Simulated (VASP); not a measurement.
Runs of VASP 6.6.1 on TiAl. The structure is that of space group Pm-3m (No. 221), or close to it. The cells are those of the table. 

```csv
task,cell,cutoff (eV),gap on the mesh (eV),pressure (GPa)
relaxation of cell and atoms,"relaxed from a = 3.018 Å, 2 atoms",600,none,-0.3
single point,"a = 3.171 Å, 2 atoms",520,none,(a)
relaxation of cell and atoms,"relaxed to 20 GPa from a = 3.018 Å, 2 atoms",600,none,19.9
relaxation of cell and atoms,"relaxed to 60 GPa from a = 3.018 Å, 2 atoms",600,none,60.0
single point,"a = 2.882 Å, 2 atoms",520,none,60.3
single point,"a = 3.038 Å, 2 atoms",520,none,20.1
relaxation of cell and atoms,"relaxed to 40 GPa from a = 3.018 Å, 2 atoms",600,none,39.9
single point,"a = 2.949 Å, 2 atoms",520,none,40.2
```

Alike in all rows: level r2SCAN; potentials or basis VASP PAW PBE potentials, release 64 (Ti_sv, Al); no spin polarisation; k mesh 6 × 6 × 6; smearing fermi-dirac 0.1 eV.

Q: Fill in the values left out.

A: (a) 0.1.

Caveats: some runs use coarse meshes; the PAW data sets were made with another functional, which shifts forces and pressure a little; the cell is relaxed towards a set pressure, so the enthalpy falls and the energy may rise (some runs).

A gap of «none» marks levels without a gap at the run's occupations.
